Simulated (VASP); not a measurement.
Input of a VASP 6.6.1 run:

Contents of INCAR:

```
SYSTEM = GaP
  PREC = Accurate
  ENCUT = 520
  EDIFF = 1E-7
  ISMEAR = 0
  SIGMA = 0.05
  LREAL = .FALSE.
  LASPH = .TRUE.
  NELM = 100
  ALGO = Normal
  ISIF = 2
  LWAVE = .FALSE.
  LCHARG = .FALSE.
  GGA = PS
  NBANDS = 26
```

The input KPOINTS:

```
regular mesh
0
G
  9 9 9
  0 0 0
```

File POSCAR:

```
GaP
1.0
    1.9148167305      1.1055199548      6.3586297185
   -1.9148167305      1.1055199548      6.3586297185
    0.0000000000     -2.2110399096      6.3586297185
Ga P
2 2
Direct
    0.4357994416      0.4357994416      0.4357994416
    0.5642005584      0.5642005584      0.5642005584
    0.0577965230      0.0577965230      0.0577965230
    0.9422034770      0.9422034770      0.9422034770
```

Potentials or basis: VASP PAW PBE potentials, release 64 (Ga_d, P).

Command:

```bash
$ cat potpaw_PBE.64/Ga_d/POTCAR potpaw_PBE.64/P/POTCAR > POTCAR
$ mpirun -np 1 vasp_std > vasp.out
```

Task: Predict the largest force.

Result: 0.010 eV/Å.

Task: Predict the band gap on the k mesh.

Result: 0.79 eV, indirect (least direct gap 1.15 eV).

Task: Predict the pressure.

Result: 0.0 GPa.

Forces in eV/Å, atoms in the order of the input:
```
Ga   0.000  0.000  0.002
Ga   0.000  0.000 -0.002
P    0.000  0.000 -0.010
P    0.000  0.000  0.010
```

Caveat: the PAW data sets were made with another functional, which shifts forces and pressure a little. As with any semilocal functional, this PBEsol gap is likely too small.
